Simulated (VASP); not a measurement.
Crystal: HfMo.

```
CELL_PARAMETERS angstrom
1.67120 -2.47247 0.00000
1.67120 2.47247 0.00000
0.00000 0.00000 4.44701
ATOMIC_POSITIONS crystal
Hf 0.00000 0.00000 0.00000
Mo 0.50000 0.50000 0.50000
```

- Program: VASP 6.6.1
- Task: relaxation of volume and atoms at fixed shape
- Functional: LDA
- Potentials or basis: VASP PAW LDA potentials, release 64 (Hf_pv, Mo_sv)
- Cutoff: 500 eV
- k mesh: 7 × 7 × 5
- Occupations: fermi-dirac, width 0.05 eV
- Spin: no spin polarisation

At the start: pressure -10.2 GPa; volume 18.38 Å³/atom.

**Question.** How do energy, volume and symmetry change on relaxing?

**Answer.** Over 4 steps the energy falls by 38.4 meV/atom and the volume is 17.23 Å³/atom (-6.2 %); space group Cmmm (No. 65, to 0.1 Å) before and after.

The path:
```csv
step,energy change (eV),largest force (eV/Å),pressure (GPa),volume (Å³)
1,0.0000,0.0000,-10.24,36.75
2,0.1711,0.0000,24.21,30.85
3,-0.0767,0.0000,-0.31,34.52
4,-0.0768,0.0000,-0.03,34.47
```

Final structure:
```
Hf Mo
1.0
     1.63582   -2.42012    0.00000
     1.63582    2.42012    0.00000
     0.00000    0.00000    4.35286
Hf Mo
1 1
Direct
  0.00000 0.00000 0.00000
  0.50000 0.50000 0.50000
```
